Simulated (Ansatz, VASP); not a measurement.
**Mg3Sn2N2: VASP beside Ansatz**

Contents of INCAR:

```
SYSTEM = Mg3Sn2N2
  ALGO = Normal
  EDIFF = 1E-7
  EDIFFG = -0.08
  ENCUT = 600
  GGA = PE
  IBRION = 2
  ISIF = 3
  ISMEAR = 0
  LASPH = .TRUE.
  LCHARG = .FALSE.
  LREAL = .FALSE.
  LWAVE = .FALSE.
  NELM = 100
  NSW = 36
  PREC = Accurate
  SIGMA = 0.2
```

The input KPOINTS:

```
k-points
0
G
  4 4 3
  0 0 0
```

The input POSCAR:

```
Mg3Sn2N2
1.0
    2.8952283900     -3.6832619300      0.0000000000
    2.8952283900      3.6832619300      0.0000000000
    0.0000000000      0.0000000000      6.0744582500
Mg Sn N
3 2 2
Direct
    0.2136813700      0.2136813700      0.0000000000
    0.7863186300      0.7863186300      0.0000000000
    0.5000000000      0.5000000000      0.5000000000
    0.0000000000      0.0000000000      0.3042131600
    0.0000000000      0.0000000000      0.6957868400
    0.7100332000      0.2899668000      0.5000000000
    0.2899668000      0.7100332000      0.5000000000
```

Input for Ansatz:

```yaml
crystal:
  lattice:
    - [2.89522839, -3.68326193, 0.0]
    - [2.89522839, 3.68326193, 0.0]
    - [0.0, 0.0, 6.07445825]
  atoms:
    - { symbol: Mg, position: [0.21368137, 0.21368137, 0.0] }
    - { symbol: Mg, position: [0.78631863, 0.78631863, 0.0] }
    - { symbol: Mg, position: [0.5, 0.5, 0.5] }
    - { symbol: Sn, position: [0.0, 0.0, 0.30421316] }
    - { symbol: Sn, position: [0.0, 0.0, 0.69578684] }
    - { symbol: "N", position: [0.7100332, 0.2899668, 0.5] }
    - { symbol: "N", position: [0.2899668, 0.7100332, 0.5] }
basis:
  ecutwfc: 420
kpoints:
  mp_grid: { grid: [4, 4, 3] }
hamiltonian:
  xc: pbe
scf:
  occupations: { method: gaussian, width: 0.2 }
  lower_state_search: "off"
output:
  forces: true
  stress: true
  eigenvalues: true
relax:
  adjacent_minimum: "off"
  f_tol: 0.08
  max_steps: 16
  cell: { stress_tol: 0.8 }
```

Alike in both runs: task relaxation of cell and atoms; functional PBE; k mesh 4 × 4 × 3; occupations gaussian, width 0.2 eV; no spin polarisation.

|  | VASP | Ansatz |
| --- | --- | --- |
| version | VASP 6.6.1 | Ansatz 0.2.0 |
| potentials or method | VASP PAW PBE potentials, release 64 (Mg, Sn_d, N), cutoff 600 eV | scalar-relativistic, plane waves, PAW |
| valence electrons in the cell | 44 | 68 |

```csv
,VASP,Ansatz,Ansatz less VASP
"gap on the k mesh at the Fermi level, each at its own relaxed structure (eV)",none,none,-
relaxed volume (Å³/atom),24.62,24.73,+0.101
relaxed cell length with the largest relative difference (Å),4.789,4.800,+0.0104
```

A gap of «none» marks a metal or a gap that the smearing closes. VASP's potentials hold 44 valence electrons a cell and Ansatz's 68, so a difference there can come from the potentials and not from the codes.

Noted on VASP's run: the volume moved by over 15 % at a fixed basis, so the end points are rough.
